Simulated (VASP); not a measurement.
# Na2Cl (R-3m) in VASP: a series of runs, part 2 of 2

VASP 6.6.1. Earlier steps stand in the parts before.

## 4. Single point, r2SCAN

File POSCAR:

```
Na2Cl
1.0
    1.9123148476      1.1040754920      6.5612086664
   -1.9123148476      1.1040754920      6.5612086664
    0.0000000000     -2.2081509841      6.5612086664
Na Cl
2 1
Direct
    0.7539326548      0.7539326548      0.7539326548
    0.2460673452      0.2460673452      0.2460673452
    0.0000000000      0.0000000000      0.0000000000
```

File INCAR.step1:

```
SYSTEM = Na2Cl
PREC = Accurate
ENCUT = 520
ISMEAR = 0
SIGMA = 0.1
LREAL = .False.
LASPH = .True.
NELM = 80
NBANDS = 18
GGA = PE
ALGO = Normal
EDIFF = 1E-4
LWAVE = .True.
LCHARG = .False.
```

File INCAR.step2:

```
SYSTEM = Na2Cl
PREC = Accurate
ENCUT = 520
EDIFF = 1E-6
ISMEAR = 0
SIGMA = 0.1
LREAL = .False.
LASPH = .True.
NELM = 80
ALGO = Normal
ISIF = 2
LWAVE = .False.
LCHARG = .True.
METAGGA = R2SCAN
LMIXTAU = .True.
LELF = .True.
LVHAR = .True.
NBANDS = 18
ISTART = 1
```

File KPOINTS:

```
regular mesh
0
Gamma
  12 12 12
  0 0 0
```

Potentials or basis: VASP PAW PBE potentials, release 64 (Na_pv, Cl).

Command:

```sh
> cat potpaw_PBE.64/Na_pv/POTCAR potpaw_PBE.64/Cl/POTCAR > POTCAR
> cp INCAR.step1 INCAR
> mpirun -np 1 vasp_std > vasp.out
> cp INCAR.step2 INCAR
> mpirun -np 1 vasp_std > vasp.out
```

OUTCAR:

```text
SYSTEM = Na2Cl
   PREC = Accurate
   ENCUT = 520
   EDIFF = 1E-6
   ISMEAR = 0
   LREAL = .False.
   LASPH = .True.
   NELM = 80
   ISIF = 2
   METAGGA = R2SCAN
   ISTART = 1

 ion  position               nearest neighbor table
   1  0.754  0.754  0.754-
   2  0.246  0.246  0.246-
   3  0.000  0.000  0.000-

  LATTYP: Found a trigonal (rhomboedric) cell.
 ALAT       =     6.9228166184
 COS(alpha) =     0.8473899500

  Lattice vectors:

 A1 = (   1.9123148476,   1.1040754920,   6.5612086664)
 A2 = (  -1.9123148476,   1.1040754920,   6.5612086664)
 A3 = (   0.0000000000,  -2.2081509841,   6.5612086664)

Analysis of symmetry for initial positions (statically):
=====================================================================
 Subroutine PRICEL returns:
 Original cell was already a primitive cell.

 Routine SETGRP: Setting up the symmetry group for a
 trigonal (rhombohedral) supercell.

 Subroutine GETGRP returns: Found 12 space group operations
 (whereof 12 operations were pure point group operations)
 out of a pool of 12 trial point group operations.

The static configuration has the point symmetry D_3d.

Analysis of symmetry for dynamics (positions and initial velocities):
=====================================================================
 Subroutine PRICEL returns:
 Original cell was already a primitive cell.

 Routine SETGRP: Setting up the symmetry group for a
 trigonal (rhombohedral) supercell.

 Subroutine GETGRP returns: Found 12 space group operations
 (whereof 12 operations were pure point group operations)
 out of a pool of 12 trial point group operations.

The dynamic configuration has the point symmetry D_3d.

 Subroutine INISYM returns: Found 12 space group operations
[... 114 lines left out ...]
   ISMEAR =     0;   SIGMA  =   0.10  broadening in eV -4-tet -1-fermi 0-gaus
   EFERMI_NEDOS =   21; number of points for ismear=-14 and -15
   IALGO  =     38    algorithm
   IMIX   =      4    mixing-type and parameters
     AMIX     =   0.40;   BMIX     =  1.00
     AMIX_MAG =   1.60;   BMIX_MAG =  1.00
  volume/ion in A,a.u.               =      27.71       186.97
  Fermi-wavevector in a.u.,A,eV,Ry     =   1.034944  1.955761 14.573323  1.071109
  Thomas-Fermi vector in A             =   2.169264
   LORBIT       =      0    0 simple, 1 ext, 2 COOP (PROOUT), +10 PAW based schemes
   METAGGA = R2SCAN    functional components
   LHFCALC =     F    Hartree Fock is set to
   AEXX    =    0.0000 exact exchange contribution
   IVDW    =     0    specifies the selected vdW correction
   LEPSILON=     F    determine dielectric tensor
   LRPA    =     F    only Hartree local field effects (RPA)
 non-spin polarized calculation
 Gauss-broadening in eV      SIGMA  =   0.10
  energy-cutoff  :      520.00
  volume of cell :       83.12
 maximum number of plane-waves:      2256
 NGX is ok and might be reduce to    54

 number of electron      20.9999999 magnetization

 Free energy of the ion-electron system (eV)
  ---------------------------------------------------
  ext. energy  EPLUGINS =         0.00000000
  ---------------------------------------------------
  free energy    TOTEN  =       -17.00365457 eV

  energy without entropy =      -16.99933039  energy(sigma->0) =      -17.00149248

 E-fermi :   2.0691     XC(G=0):  -7.7562

 val. band max:        2.0590423576   @ k =  -0.3333   0.0833  -0.0000
 cond. band min:       2.0781123670   @ k =  -0.2500  -0.3333   0.0833
 fundamental gap:      0.0190700094
 Fermi energy:         2.0690800048

 k-point     1 :       0.0000    0.0000    0.0000
  band No.  band energies     occupation
      1     -24.1319      2.00000
      2     -24.1306      2.00000
      3     -24.1306      2.00000
      4     -24.1281      2.00000
      5     -24.1281      2.00000
      6     -24.1039      2.00000
[... 481 lines left out ...]
      5     -24.1124      2.00000
      6     -24.1104      2.00000
[... 10 lines left out ...]
     17      10.1634      0.00000
     18      11.0016      0.00000

 [... further k-points ...]

------------------------ aborting loop because EDIFF is reached ----------------------------------------

  FORCE on cell =-STRESS in cart. coord.  units (eV):
  Direction    XX          YY          ZZ          XY          YZ          ZX
  --------------------------------------------------------------------------------------
  -------------------------------------------------------------------------------------
  Total        0.1414589      0.1414589      0.3213144      0.0000000     -0.0000000      0.0000000
  in kB        2.7267642      2.7267642      6.1936624      0.0000000     -0.0000000      0.0000000
  external PRESSURE =       3.8823969 kB  Pullay stress =       0.0000000 kB

 VOLUME and BASIS-vectors are now :
 -----------------------------------------------------------------------------
  energy-cutoff  :      520.00
  volume of cell :       83.12
      direct lattice vectors                 reciprocal lattice vectors
     1.912314848  1.104075492  6.561208666     0.261463221  0.150955861  0.050803648
    -1.912314848  1.104075492  6.561208666    -0.261463221  0.150955861  0.050803648
     0.000000000 -2.208150984  6.561208666     0.000000000 -0.301911722  0.050803648

 POSITION                                       TOTAL-FORCE (eV/Angst)
 -----------------------------------------------------------------------------------
      0.00000     -0.00000     14.84013         0.000000      0.000000     -0.134511
      0.00000     -0.00000      4.84350         0.000000     -0.000000      0.134511
      0.00000      0.00000      0.00000         0.000000      0.000000     -0.000000
 -----------------------------------------------------------------------------------
    total drift:                               -0.000000      0.000000     -0.000000

  FREE ENERGIE OF THE ION-ELECTRON SYSTEM (eV)
  ---------------------------------------------------
  free  energy   TOTEN  =       -17.0036545745 eV

  energy  without entropy=      -16.9993303943  energy(sigma->0) =      -17.00149248
```

OUTCAR.step1:

```text
SYSTEM = Na2Cl
   PREC = Accurate
   ENCUT = 520
   ISMEAR = 0
   LREAL = .False.
   LASPH = .True.
[... 730 lines left out ...]
      0.00000     -0.00000     14.84013         0.000000     -0.000000      0.003782
      0.00000     -0.00000      4.84350         0.000000      0.000000     -0.003782
      0.00000      0.00000      0.00000         0.000000     -0.000000      0.000000
 -----------------------------------------------------------------------------------
    total drift:                               -0.000000      0.000000     -0.000000

  FREE ENERGIE OF THE ION-ELECTRON SYSTEM (eV)
  ---------------------------------------------------
  free  energy   TOTEN  =        -7.7651516293 eV

  energy  without entropy=       -7.7607894998  energy(sigma->0) =       -7.76297056
```

OSZICAR.step1:

```text
N       E                     dE             d eps       ncg     rms          rms(c)
DAV:   1     0.163902513755E+03    0.16390E+03   -0.10343E+04  6820   0.113E+03
DAV:   2     0.684991691796E+01   -0.15705E+03   -0.15098E+03  7528   0.306E+02
DAV:   3    -0.769874157671E+01   -0.14549E+02   -0.14464E+02  7788   0.924E+01
DAV:   4    -0.802871392519E+01   -0.32997E+00   -0.32943E+00  8870   0.148E+01
DAV:   5    -0.803426803300E+01   -0.55541E-02   -0.55531E-02  8382   0.195E+00    0.305E+00
DAV:   6    -0.779164543662E+01    0.24262E+00   -0.47232E-01  9164   0.301E+00    0.189E+00
DAV:   7    -0.776392856835E+01    0.27717E-01   -0.12271E-01 10078   0.152E+00    0.115E+00
DAV:   8    -0.776510294325E+01   -0.11744E-02   -0.16543E-02  8504   0.790E-01    0.307E-01
DAV:   9    -0.776515162927E+01   -0.48686E-04   -0.60531E-04  7564   0.136E-01
   1 F= -.77651516E+01 E0= -.77629706E+01  d E =-.436213E-02
```

It took 37 min on 1 thread of AMD EPYC 9R45 (Zen 5), shared host; peak memory 0.54 GiB.

Results:

```yaml
Free_energy: -17.0037 eV
Pressure: 0.4 GPa
Largest_force: 0.135 eV/Å
Band_gap_on_the_k_mesh: zero (an odd number of electrons rules out a gap without spin polarisation)
```

Forces in eV/Å, atoms in the order of the input:
```
Na   0.000  0.000 -0.135
Na   0.000  0.000  0.135
Cl   0.000  0.000  0.000
```

Caveat: the PAW data sets were made with another functional, which shifts forces and pressure a little.

## 5. Summary

| level | potentials or basis | smearing | gap on the mesh (eV) | pressure (GPa) | largest force (eV/Å) |
| --- | --- | --- | --- | --- | --- |
| LDA | VASP PAW LDA potentials, release 64 (Na_pv, Cl) | gaussian 0.1 eV | none | -1.0 | 0.15 |
| LDA | VASP PAW LDA potentials, release 64 (Na_pv, Cl) | tetrahedron | none | -0.9 | 0.15 |
| r2SCAN | VASP PAW PBE potentials, release 64 (Na_pv, Cl) | gaussian 0.1 eV | none | 0.4 | 0.13 |

Alike in all rows: task single point; no spin polarisation; cell as given; k mesh 12 × 12 × 12; cutoff (eV) 520.

Caveats: the PAW data sets were made with another functional, which shifts forces and pressure a little (at least some runs).

Absolute energies hang on the potentials; compare differences alone.

The gap in the log of VASP goes by the Fermi energy; the results here count the filled bands.